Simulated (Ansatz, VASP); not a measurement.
GaN: VASP beside Ansatz

INCAR

```
PREC = Accurate ; ENCUT = 520
EDIFF = 1E-6 ; ISMEAR = -1
SIGMA = 0.05 ; LREAL = False
LASPH = True ; NELM = 100
ALGO = Normal ; ISIF = 2
LWAVE = False ; LCHARG = True
GGA = PE ; ALDAC = 0.0
AGGAC = 0.0 ; LELF = True
LVHAR = True ; NBANDS = 26
```

KPOINTS

```
Automatic mesh
0
Gamma
  10 10 5
```

Contents of POSCAR:

```
GaN
1.0
    3.1150838257      0.0000000000      0.0000000000
   -1.5575419129      2.6977417280      0.0000000000
    0.0000000000      0.0000000000      5.0605418376
Ga N
2 2
Direct
    0.6666666667      0.3333333333      0.5000000000
    0.3333333333      0.6666666667      0.0000000000
    0.6666666667      0.3333333333      0.8750000000
    0.3333333333      0.6666666667      0.3750000000
```

The input input.yaml:

```yaml
crystal:
  lattice:
    - [3.1150838257, 0.0, 0.0]
    - [-1.5575419129, 2.697741728, 0.0]
    - [0.0, 0.0, 5.0605418376]
  atoms:
    - { symbol: Ga, position: [0.6666666667, 0.3333333333, 0.5] }
    - { symbol: Ga, position: [0.3333333333, 0.6666666667, 0.0] }
    - { symbol: "N", position: [0.6666666667, 0.3333333333, 0.875] }
    - { symbol: "N", position: [0.3333333333, 0.6666666667, 0.375] }
hamiltonian:
  xc: { exchange: pbe, correlation: none }
  pseudopotentials: { kind: paw }
kpoints:
  mp_grid: { grid: [10, 10, 5] }
scf:
  occupations: { method: fermi_dirac, width: 0.05 }
output:
  forces: true
  stress: true
  eigenvalues: true
```

Alike in both runs: task single point; functional PBE exchange alone; k mesh 10 × 10 × 5; occupations fermi-dirac, width 0.05 eV; no spin polarisation.

|  | VASP | Ansatz |
| --- | --- | --- |
| version | VASP 6.6.1 | Ansatz 0.2.0 |
| potentials or method | VASP PAW PBE potentials, release 64 (Ga_d, N) | Ansatz PAW |
| plane-wave cutoff (eV) | 520 | 420 |
| valence electrons in the cell | 36 | 36 |

Ansatz gave:

```
gap on the k mesh at the Fermi level (eV) : 2.53
least direct gap on the mesh (eV)         : 2.53
rms of the force components (eV/Å)        : 0.086
```

Problem. Which values does VASP return?

Solution. gap on the k mesh at the Fermi level (eV): 2.50; least direct gap on the mesh (eV): 2.50; rms of the force components (eV/Å): 0.086.

VASP's potentials were made for PBE, not for PBE exchange alone. Atom by atom the forces differ by 0.000 eV/Å (rms over components). With one functional, cell and mesh, what is left measures potentials, basis and numerics.

Noted on Ansatz's run: odd divisions of the mesh miss points on the zone boundary, where band edges often lie, so the gap on the mesh can be too wide.
